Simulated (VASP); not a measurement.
Set up this calculation in VASP 6.6.1, as the native input.

| Quantity | Value |
| --- | --- |
| Task | single point |
| Functional | PBE |
| Potentials or basis | VASP PAW PBE potentials, release 64 (Ba_sv) |
| Cutoff | 520 eV |
| k mesh | 10 × 10 × 6 |
| Occupations | gaussian, width 0.1 eV |
| Spin | no spin polarisation |
| Dipole correction | no |
| Further INCAR settings | ALGO = Fast; EDIFF = 1e-06; NBANDS = 17 |

The structure of Ba lies in POSCAR:

```
Ba
1.0
    3.4525855329     -2.4794708853      0.0179018180
    3.4385915454      2.4595006233      0.0374833329
    0.0554352483      0.0279692758      6.7803564056
Ba
2
Direct
    0.6976399924      0.3034091172      0.2500240160
    0.3023600076      0.6965908828      0.7499759840
```

This cell differs from its parent crystal: strained and its atoms moved.

The input as run:

INCAR

```
PREC = Accurate ; ENCUT = 520
EDIFF = 1E-6 ; ISMEAR = 0
SIGMA = 0.1 ; LREAL = F
LASPH = T ; NELM = 80
ALGO = Fast ; ISIF = 2
LWAVE = F ; LCHARG = T
GGA = PE ; LELF = T
LVHAR = T ; NBANDS = 17
```

KPOINTS

```
Automatic mesh
0
Gamma
  10 10 6
```

Potentials or basis: VASP PAW PBE potentials, release 64 (Ba_sv).

Run with:

```bash
$ cat potpaw_PBE.64/Ba_sv/POTCAR > POTCAR
$ mpirun -np 1 vasp_std > vasp.out
```

It gave:

| Item | Value |
| --- | --- |
| Pressure | 0.9 GPa |
| Largest force | 0.374 eV/Å |
| Band gap on the k mesh | zero (bands 10 and 11 overlap by 1.03 eV) |

Caveat: the cell differs from its parent crystal (strained and its atoms moved); spin-orbit coupling is left out, which moves the levels of the heavy elements.

Run time: 6.1 min on 1 thread of Intel Xeon 8259CL (shared host), peak memory 0.6 GiB.
